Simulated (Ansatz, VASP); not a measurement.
## BN: VASP beside Ansatz

POSCAR

```
BN
1.0
    0.0000000000      1.8048254650      1.7326324464
    1.8048254650      0.0000000000      1.7326324464
    1.8048254650      1.8048254650      0.0000000000
B N
1 1
Direct
    0.0000000000      0.0000000000      0.0000000000
    0.2500000000      0.2500000000      0.2500000000
```

The input INCAR.step1:

```
PREC = Accurate
ENCUT = 520
ISMEAR = 0
SIGMA = 0.01
LREAL = F
LASPH = T
NELM = 100
NBANDS = 11
GGA = PE
ALGO = Normal
EDIFF = 1E-4
LWAVE = T
LCHARG = F
```

Contents of INCAR.step2:

```
PREC = Accurate
ENCUT = 520
EDIFF = 1E-6
ISMEAR = 0
SIGMA = 0.01
LREAL = F
LASPH = T
NELM = 100
ALGO = Normal
ISIF = 2
LWAVE = F
LCHARG = F
METAGGA = R2SCAN
LMIXTAU = T
NBANDS = 11
ISTART = 1
```

Contents of KPOINTS:

```
Automatic mesh
0
Gamma
  12 12 12
```

Input for Ansatz:

```yaml
crystal:
  lattice:
    - [0.0, 1.804825465, 1.7326324464]
    - [1.804825465, 0.0, 1.7326324464]
    - [1.804825465, 1.804825465, 0.0]
  atoms:
    - { symbol: B, position: [0.0, 0.0, 0.0] }
    - { symbol: "N", position: [0.25, 0.25, 0.25] }
kpoints:
  mp_grid: { grid: [12, 12, 12] }
  band_path:
    path:
      - [0.0, 0.0, 0.0]
      - [-0.5, -0.5, 0.0]
      - [-0.375, -0.375, 0.25]
      - [-0.375, 0.0, 0.375]
      - [0.0, 0.0, 0.5]
      - [-0.5, -0.25, 0.25]
    npoints: 1
hamiltonian:
  xc: r2scan
scf:
  occupations: { method: fixed }
  n_extra_bands: 4
output:
  forces: true
  stress: true
  eigenvalues: true
```

Change from the starting cell: uniaxial_z strain -4.0%.

Alike in both runs: task single point; functional r2SCAN; k mesh 12 × 12 × 12; no spin polarisation.

|  | VASP | Ansatz |
| --- | --- | --- |
| version | VASP 6.6.1 | Ansatz 0.2.0 |
| potentials or method | VASP PAW PBE potentials, release 64 (B, N) | plane waves, PAW |
| plane-wave cutoff (eV) | 520 | 500 |
| occupations | gaussian, width 0.01 eV | fixed |
| valence electrons in the cell | 8 | 8 |

Ansatz gave:

```
gap on the k mesh at the Fermi level (eV)                     : 4.30
pressure (GPa)                                                : 17.2
traceless stress, the component that is largest in VASP (GPa) : 17.24
```

Task: Estimate VASP's values.

Result: gap on the k mesh at the Fermi level (eV): 4.28; pressure (GPa): 18.5; traceless stress, the component that is largest in VASP (GPa): 17.19.

VASP's potentials were made for PBE, not for r2SCAN.
